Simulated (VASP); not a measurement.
# SrCl2 (Fm-3m) in VASP: a series of runs

Runs on SrCl2. Level: LDA. Tasks: single point.

Everything below comes from runs of VASP 6.6.1. Logs are shortened: lines on timing, memory, paths and dates and some standing lists are left out, and cuts for length are marked.

## (1) The cell of the first run

It takes space group Fm-3m (No. 225, cubic). The conventional cell has a = 7.023 Å, b = 7.023 Å, c = 7.023 Å, α = 90.00°, β = 90.00°, γ = 90.00°. Within 4.0 Å of Sr (site symmetry m-3m) lie 8 Cl at 3.04 Å. Cl (site symmetry -43m) has 4 Sr at 3.04 Å and 6 Cl at 3.51 Å within 4.0 Å.

## (2) Single point, LDA

Contents of INCAR:

```
SYSTEM = SrCl2
PREC     = Accurate       ! precision mode
ENCUT    = 500            ! plane-wave cutoff, eV
EDIFF    = 1E-6           ! SCF threshold, eV
ISMEAR   = 0              ! smearing method
SIGMA    = 0.01           ! smearing width, eV
LREAL    = .FALSE.        ! projectors in reciprocal space
LASPH    = .TRUE.         ! aspherical terms in the spheres
NELM     = 120            ! most SCF steps
ALGO     = Normal         ! electronic algorithm
ISIF     = 2              ! what is computed and relaxed
LWAVE    = .FALSE.        ! write WAVECAR
LCHARG   = .FALSE.        ! write CHGCAR
GGA      = CA             ! functional
NBANDS   = 19             ! bands
GGA_COMPAT= .FALSE.
```

Contents of KPOINTS:

```
Automatic mesh
0
G
  5 5 5
  0 0 0
```

Contents of POSCAR:

```
SrCl2
1.0
    0.0000000000      3.5114523289      3.5114523289
    3.5114523289      0.0000000000      3.5114523289
    3.5114523289      3.5114523289      0.0000000000
Sr Cl
1 2
Direct
    0.0000000000      0.0000000000      0.0000000000
    0.2500000000      0.2500000000      0.2500000000
    0.7500000000      0.7500000000      0.7500000000
```

Potentials or basis: VASP PAW LDA potentials, release 64 (Sr_sv, Cl).

Run with:

```sh
cat potpaw_LDA.64/Sr_sv/POTCAR potpaw_LDA.64/Cl/POTCAR > POTCAR
mpirun -np 1 vasp_std > vasp.out
```

OUTCAR:

```text
SYSTEM = SrCl2
   PREC = Accurate
   ENCUT = 500
   EDIFF = 1E-6
   ISMEAR = 0
   LREAL = .FALSE.
   LASPH = .TRUE.
   NELM = 120
   ISIF = 2
   GGA = CA

 ion  position               nearest neighbor table
   1  0.000  0.000  0.000-   3 3.04   3 3.04   3 3.04   2 3.04   3 3.04   2 3.04   2 3.04   2 3.04

   2  0.250  0.250  0.250-   1 3.04   1 3.04   1 3.04   1 3.04
   3  0.750  0.750  0.750-   1 3.04   1 3.04   1 3.04   1 3.04

  LATTYP: Found a face centered cubic cell.
 ALAT       =     7.0229046578

  Lattice vectors:

 A1 = (   0.0000000000,   3.5114523289,   3.5114523289)
 A2 = (   3.5114523289,   0.0000000000,   3.5114523289)
 A3 = (   3.5114523289,   3.5114523289,   0.0000000000)

Analysis of symmetry for initial positions (statically):
=====================================================================
 Subroutine PRICEL returns:
 Original cell was already a primitive cell.

 Routine SETGRP: Setting up the symmetry group for a
 face centered cubic supercell.

 Subroutine GETGRP returns: Found 48 space group operations
 (whereof 48 operations were pure point group operations)
 out of a pool of 48 trial point group operations.

The static configuration has the point symmetry O_h .

Analysis of symmetry for dynamics (positions and initial velocities):
=====================================================================
 Subroutine PRICEL returns:
 Original cell was already a primitive cell.

 Routine SETGRP: Setting up the symmetry group for a
 face centered cubic supercell.

 Subroutine GETGRP returns: Found 48 space group operations
 (whereof 48 operations were pure point group operations)
 out of a pool of 48 trial point group operations.

The dynamic configuration has the point symmetry O_h .

 Subroutine INISYM returns: Found 48 space group operations
 (whereof 48 operations are pure point group operations),
 and found     1 'primitive' translations

----------------------------------------------------------------------------------------

                                     Primitive cell

  volume of cell :      86.5945

  direct lattice vectors                    reciprocal lattice vectors
     0.000000000  3.511452329  3.511452329    -0.142391225  0.142391225  0.142391225
     3.511452329  0.000000000  3.511452329     0.142391225 -0.142391225  0.142391225
     3.511452329  3.511452329  0.000000000     0.142391225  0.142391225 -0.142391225

  length of vectors
     4.965943507  4.965943507  4.965943507     0.246628837  0.246628837  0.246628837

  position of ions in fractional coordinates (direct lattice)
     0.000000000  0.000000000  0.000000000
     0.250000000  0.250000000  0.250000000
     0.750000000  0.750000000  0.750000000

  ion indices of the primitive-cell ions
   primitive index   ion index
                 1           1
                 2           2
                 3           3

----------------------------------------------------------------------------------------

 KPOINTS: Automatic mesh

Automatic generation of k-mesh.
 Grid dimensions read from file:
 generate k-points for:    5    5    5

 Generating k-lattice:

  Cartesian coordinates                     Fractional coordinates (reciprocal lattice)
    -0.028478245  0.028478245  0.028478245     0.200000000  0.000000000  0.000000000
     0.028478245 -0.028478245  0.028478245     0.000000000  0.200000000  0.000000000
     0.028478245  0.028478245 -0.028478245     0.000000000  0.000000000  0.200000000

  Length of vectors
     0.049325767  0.049325767  0.049325767

  Shift w.r.t. Gamma in fractional coordinates (k-lattice)
     0.000000000  0.000000000  0.000000000

 Subroutine IBZKPT returns following result:
 ===========================================

 Found     10 irreducible k-points:

 Following reciprocal coordinates:
            Coordinates               Weight
  0.000000  0.000000  0.000000      1.000000
  0.200000  0.000000  0.000000      8.000000
  0.400000  0.000000  0.000000      8.000000
  0.200000  0.200000  0.000000      6.000000
  0.400000  0.200000  0.000000     24.000000
 -0.400000  0.200000  0.000000     24.000000
 -0.200000  0.200000  0.000000     12.000000
  0.400000  0.400000  0.000000      6.000000
 -0.400000  0.400000  0.000000     12.000000
 -0.400000  0.400000  0.200000     24.000000
   k-points           NKPTS =     10   k-points in BZ     NKDIM =     10   number of bands    NBANDS=     19
   number of dos      NEDOS =    301   number of ions     NIONS =      3
   total plane-waves  NPLWV =  46656
   dimension x,y,z NGX =    36 NGY =   36 NGZ =   36
   dimension x,y,z NGXF=    72 NGYF=   72 NGZF=   72
   ions per type =               1   2
   NGX,Y,Z   is equivalent  to a cutoff of  12.05, 12.05, 12.05 a.u.
   NGXF,Y,Z  is equivalent  to a cutoff of  24.10, 24.10, 24.10 a.u.
 SYSTEM =  SrCl2
   PREC   = accura    normal or accurate (medium, high low for compatibility)
   ISTART =      0    job   : 0-new  1-cont  2-samecut
   ICHARG =      2    charge: 1-file 2-atom 10-const
   ISPIN  =      1    spin polarized calculation?
   LNONCOLLINEAR =      F non collinear calculations
   LSORBIT =      F    spin-orbit coupling
   LASPH  =      T    aspherical Exc in radial PAW
   ENCUT  =  500.0 eV  36.75 Ry    6.06 a.u.   9.05  9.05  9.05*2*pi/ulx,y,z
   NELM   =    120;   NELMIN=  2; NELMDL= -5     # of ELM steps
   EDIFF  = 0.1E-05   stopping-criterion for ELM
   LREAL  =      F    real-space projection
[... 7 lines left out ...]
   TEBEG  =    0.0;   TEEND  =   0.0 temperature during run
   PSTRESS=    0.0 pullay stress
   NELECT =      24.0000    total number of electrons
   NUPDOWN=      -1.0000    fix difference up-down
   EMIN   =  10.00;   EMAX   =-10.00  energy-range for DOS
   EFERMI =   0.00;   METHOD = LEGACY
   ISMEAR =     0;   SIGMA  =   0.01  broadening in eV -4-tet -1-fermi 0-gaus
   EFERMI_NEDOS =   21; number of points for ismear=-14 and -15
   IALGO  =     38    algorithm
   IMIX   =      4    mixing-type and parameters
     AMIX     =   0.40;   BMIX     =  1.00
     AMIX_MAG =   1.60;   BMIX_MAG =  1.00
  volume/ion in A,a.u.               =      28.86       194.79
  Fermi-wavevector in a.u.,A,eV,Ry     =   1.067370  2.017037 15.500838  1.139279
  Thomas-Fermi vector in A             =   2.202985
   LORBIT       =      0    0 simple, 1 ext, 2 COOP (PROOUT), +10 PAW based schemes
   GGA     = CA    functional components
   LHFCALC =     F    Hartree Fock is set to
   AEXX    =    0.0000 exact exchange contribution
   IVDW    =     0    specifies the selected vdW correction
   LEPSILON=     F    determine dielectric tensor
   LRPA    =     F    only Hartree local field effects (RPA)
 non-spin polarized calculation
 Gauss-broadening in eV      SIGMA  =   0.01
  energy-cutoff  :      500.00
  volume of cell :       86.59
 maximum number of plane-waves:      2201
   NGX = 19   NGY = 19   NGZ = 19

 number of electron      24.0000004 magnetization

 Free energy of the ion-electron system (eV)
  ---------------------------------------------------
  ext. energy  EPLUGINS =         0.00000000
  ---------------------------------------------------
  free energy    TOTEN  =       -13.99371988 eV

  energy without entropy =      -13.99371988  energy(sigma->0) =      -13.99371988

 E-fermi :  -0.1626     XC(G=0):  -8.7161

 val. band max:       -0.2395253374   @ k =  -0.4000   0.4000   0.0000
 cond. band min:       4.6433196447   @ k =   0.0000   0.0000   0.0000
 fundamental gap:      4.8828449822
 Fermi energy:        -0.1625787958

 k-point     1 :       0.0000    0.0000    0.0000
  band No.  band energies     occupation
      1     -32.9267      2.00000
      2     -15.0185      2.00000
      3     -15.0185      2.00000
      4     -15.0185      2.00000
      5     -13.3440      2.00000
      6     -12.5017      2.00000
[... 11 lines left out ...]
     18       8.4989      0.00000
     19       8.9021      0.00000

 k-point     2 :       0.2000    0.0000    0.0000
  band No.  band energies     occupation
      1     -32.9257      2.00000
      2     -15.1262      2.00000
      3     -15.0232      2.00000
      4     -15.0232      2.00000
      5     -13.1518      2.00000
      6     -12.5768      2.00000
[... 11 lines left out ...]
     18       8.2588      0.00000
     19       9.2426      0.00000

 k-point     3 :       0.4000    0.0000    0.0000
  band No.  band energies     occupation
      1     -32.9240      2.00000
      2     -15.2628      2.00000
      3     -15.0306      2.00000
      4     -15.0306      2.00000
      5     -12.9559      2.00000
      6     -12.6081      2.00000
[... 11 lines left out ...]
     18       8.1858      0.00000
     19       8.1858      0.00000

 k-point     4 :       0.2000    0.2000    0.0000
  band No.  band energies     occupation
      1     -32.9254      2.00000
      2     -15.1510      2.00000
      3     -15.0296      2.00000
      4     -15.0296      2.00000
      5     -13.0784      2.00000
      6     -12.6095      2.00000
[... 11 lines left out ...]
     18       8.3030      0.00000
     19       8.3532      0.00000

 k-point     5 :       0.4000    0.2000    0.0000
  band No.  band energies     occupation
      1     -32.9239      2.00000
      2     -15.2436      2.00000
      3     -15.0656      2.00000
      4     -15.0377      2.00000
      5     -12.8568      2.00000
      6     -12.6781      2.00000
[... 11 lines left out ...]
     18       8.0076      0.00000
     19       9.0093      0.00000

 k-point     6 :      -0.4000    0.2000    0.0000
  band No.  band energies     occupation
      1     -32.9233      2.00000
      2     -15.2459      2.00000
      3     -15.1144      2.00000
      4     -15.0362      2.00000
      5     -12.8359      2.00000
      6     -12.6400      2.00000
[... 11 lines left out ...]
     18       8.2151      0.00000
     19       8.7146      0.00000

 k-point     7 :      -0.2000    0.2000    0.0000
  band No.  band energies     occupation
      1     -32.9244      2.00000
      2     -15.1959      2.00000
      3     -15.0740      2.00000
      4     -15.0273      2.00000
      5     -12.9407      2.00000
      6     -12.6530      2.00000
[... 11 lines left out ...]
     18       8.3474      0.00000
     19       9.3497      0.00000

 k-point     8 :       0.4000    0.4000    0.0000
  band No.  band energies     occupation
      1     -32.9231      2.00000
      2     -15.3153      2.00000
      3     -15.0476      2.00000
      4     -15.0476      2.00000
      5     -12.7731      2.00000
      6     -12.6800      2.00000
[... 11 lines left out ...]
     18       7.5991      0.00000
     19       9.2608      0.00000

 k-point     9 :      -0.4000    0.4000    0.0000
  band No.  band energies     occupation
      1     -32.9228      2.00000
      2     -15.2907      2.00000
      3     -15.1087      2.00000
      4     -15.0466      2.00000
      5     -12.7687      2.00000
      6     -12.6408      2.00000
[... 11 lines left out ...]
     18       8.8428      0.00000
     19       9.0594      0.00000

 k-point    10 :      -0.4000    0.4000    0.2000
  band No.  band energies     occupation
      1     -32.9230      2.00000
      2     -15.2407      2.00000
      3     -15.1452      2.00000
      4     -15.0460      2.00000
      5     -12.7181      2.00000
      6     -12.7116      2.00000
[... 11 lines left out ...]
     18       8.5257      0.00000
     19       9.5001      0.00000

------------------------ aborting loop because EDIFF is reached ----------------------------------------

  FORCE on cell =-STRESS in cart. coord.  units (eV):
  Direction    XX          YY          ZZ          XY          YZ          ZX
  --------------------------------------------------------------------------------------
  -------------------------------------------------------------------------------------
  Total       -1.8032695     -1.8032695     -1.8032695      0.0000000      0.0000000     -0.0000000
  in kB      -33.3642144    -33.3642144    -33.3642144      0.0000000      0.0000000     -0.0000000
  external PRESSURE =     -33.3642144 kB  Pullay stress =       0.0000000 kB

 VOLUME and BASIS-vectors are now :
 -----------------------------------------------------------------------------
  energy-cutoff  :      500.00
  volume of cell :       86.59
      direct lattice vectors                 reciprocal lattice vectors
     0.000000000  3.511452329  3.511452329    -0.142391225  0.142391225  0.142391225
     3.511452329  0.000000000  3.511452329     0.142391225 -0.142391225  0.142391225
     3.511452329  3.511452329  0.000000000     0.142391225  0.142391225 -0.142391225

 POSITION                                       TOTAL-FORCE (eV/Angst)
 -----------------------------------------------------------------------------------
      0.00000      0.00000      0.00000         0.000000      0.000000     -0.000000
      1.75573      1.75573      1.75573        -0.000000     -0.000000     -0.000000
      5.26718      5.26718      5.26718         0.000000      0.000000      0.000000
 -----------------------------------------------------------------------------------
    total drift:                                0.000000      0.000000      0.000000

  FREE ENERGIE OF THE ION-ELECTRON SYSTEM (eV)
  ---------------------------------------------------
  free  energy   TOTEN  =       -13.9937198784 eV

  energy  without entropy=      -13.9937198784  energy(sigma->0) =      -13.99371988
```

Run time: 23 s. Hardware: 1 thread of Intel Xeon 8259CL, shared host; peak memory 0.17 GiB.

Results:

- Free energy: -13.9937 eV
- Pressure: -3.3 GPa
- Band gap on the k mesh: 4.88 eV, indirect (least direct gap 5.15 eV)

Levels at points of the mesh, in eV from the valence-band top:
```
           k point  band 9  band 10  band 11  band 12  band 13  band 14  band 15  band 16
(0.00, 0.00, 0.00)   -2.06    -0.27    -0.27    -0.27     4.88     5.90     5.90     8.74
```

A k mesh can miss the band edges.

## (3) Single point, LDA

This run uses another cell than the first one, of 29.43 Å³/atom, 1.020 times its volume.

Contents of INCAR:

```
SYSTEM = SrCl2
ALGO = Normal ; EDIFF = 1E-6
ENCUT = 500 ; GGA_COMPAT = .FALSE.
ISIF = 2 ; ISMEAR = 0
LASPH = .TRUE. ; LCHARG = .FALSE.
LREAL = .FALSE. ; LWAVE = .FALSE.
NBANDS = 19 ; NELM = 120
PREC = Accurate ; SIGMA = 0.01
```

Contents of KPOINTS:

```
k-points
0
G
  5 5 5
  0 0 0
```

Contents of POSCAR:

```
SrCl2
1.0
    0.0000000000      3.5342546063      3.5342546063
    3.5342546063      0.0000000000      3.5342546063
    3.5342546063      3.5342546063      0.0000000000
Sr Cl
1 2
Direct
    0.0000000000      0.0000000000      0.0000000000
    0.2500000000      0.2500000000      0.2500000000
    0.7500000000      0.7500000000      0.7500000000
```

Potentials or basis: VASP PAW LDA potentials, release 64 (Sr_sv, Cl).

Run with:

```sh
cat potpaw_LDA.64/Sr_sv/POTCAR potpaw_LDA.64/Cl/POTCAR > POTCAR
mpirun -np 1 vasp_std > vasp.out
```

Wall time 25 s (1 thread of Intel Xeon 8259CL, shared host); peak memory 0.17 GiB.

The run converged. Its results:

```yaml
Free_energy: -13.9563 eV
Pressure: -3.9 GPa
Band_gap_on_the_k_mesh: 4.81 eV, indirect (least direct gap 5.07 eV)
```

Levels at points of the mesh, in eV from the valence-band top:
```
           k point  band 8  band 9  band 10  band 11  band 12  band 13  band 14  band 15  band 16  band 17
(0.00, 0.00, 0.00)   -1.99   -1.99    -0.26    -0.26    -0.26     4.81     5.90     5.90     8.70     8.70
```

A k mesh can miss the band edges.

(Part 1 of 2 ends here.)
